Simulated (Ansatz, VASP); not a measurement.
**One calculation of BaTiO3, two programs**

File INCAR:

```
ALGO     = Normal         # electronic algorithm
EDIFF    = 1E-6           # SCF threshold, eV
EDIFFG   = -0.001         # ionic threshold
ENCUT    = 600            # plane-wave cutoff, eV
GGA      = PE             # functional
IBRION   = 2              # ionic algorithm
ISIF     = 3              # what is computed and relaxed
ISMEAR   = 0              # smearing method
LASPH    = T              # aspherical terms in the spheres
LCHARG   = F              # write CHGCAR
LDAU     = T              # DFT+U
LDAUJ    = 0 0 0        
LDAUL    = -1 2 -1        # shell
LDAUPRINT= 1            
LDAUTYPE = 2            
LDAUU    = 0 4 0          # U, eV
LMAXMIX  = 4              # l up to which the mixer works
LREAL    = F              # projectors in reciprocal space
LWAVE    = F              # write WAVECAR
NELM     = 150            # most SCF steps
NSW      = 80             # ionic steps
PREC     = Accurate       # precision mode
SIGMA    = 0.01           # smearing width, eV
```

File KPOINTS:

```
k-points
0
Gamma
  6 6 6
```

The input POSCAR:

```
BaTiO3
1.0
    2.8603720874      1.6514365946      2.3460535755
   -2.8603720874      1.6514365946      2.3460535755
    0.0000000000     -3.3028731892      2.3460535755
Ba Ti O
1 1 3
Direct
    0.0026800272      0.0026800272      0.0026800272
    0.5127992511      0.5127992511      0.5127992511
    0.4903227002      0.4903227002      0.9825753213
    0.4903227002      0.9825753213      0.4903227002
    0.9825753213      0.4903227002      0.4903227002
```

Input for Ansatz:

```yaml
crystal:
  lattice:
    - [2.8603720851, 1.6514365933, 2.3460535783]
    - [-2.8603720851, 1.6514365933, 2.3460535783]
    - [0.0, -3.3028731867, 2.3460535783]
  atoms:
    - { symbol: Ba, position: [0.0026800181, 0.0026800181, 0.0026800181] }
    - { symbol: Ti, position: [0.5127992509, 0.5127992509, 0.5127992509] }
    - { symbol: O, position: [0.4903227049, 0.4903227049, 0.9825753212] }
    - { symbol: O, position: [0.4903227049, 0.9825753212, 0.4903227049] }
    - { symbol: O, position: [0.9825753212, 0.4903227049, 0.4903227049] }
basis:
  ecutwfc: 420
kpoints:
  mp_grid: { grid: [6, 6, 6] }
hamiltonian:
  xc: pbe
  hubbard: { sites: [{ species: Ti, l: d, u_eff: 4.0 }] }
scf:
  occupations: { method: fixed }
output:
  forces: true
  stress: true
  eigenvalues: true
relax:
  adjacent_minimum: "off"
  f_tol: 0.001
  max_steps: 60
  cell: { stress_tol: 0.01 }
```

Alike in both runs: task relaxation of cell and atoms; functional PBE; k mesh 6 × 6 × 6; no spin polarisation; Hubbard terms Ti d U = 4.0 eV.

|  | VASP | Ansatz |
| --- | --- | --- |
| version | VASP 6.6.1 | Ansatz 0.2.0 |
| potentials or method | VASP PAW PBE potentials, release 64 (Ba_sv, Ti_sv, O), cutoff 600 eV | scalar-relativistic, plane waves, PAW |
| occupations | gaussian, width 0.01 eV | fixed |
| valence electrons in the cell | 40 | 40 |

|  | VASP | Ansatz | Ansatz less VASP |
| --- | --- | --- | --- |
| gap on the k mesh at the Fermi level, each at its own relaxed structure (eV) | 2.12 | 2.65 | +0.523 |
| relaxed volume (Å³/atom) | 13.34 | 13.30 | -0.040 |
| relaxed cell length with the largest relative difference (Å) | 4.055 | 4.051 | -0.0041 |

The programs project onto different local orbitals, so the same U acts differently, and such runs can settle in different states.

Neither program's run includes spin-orbit coupling.
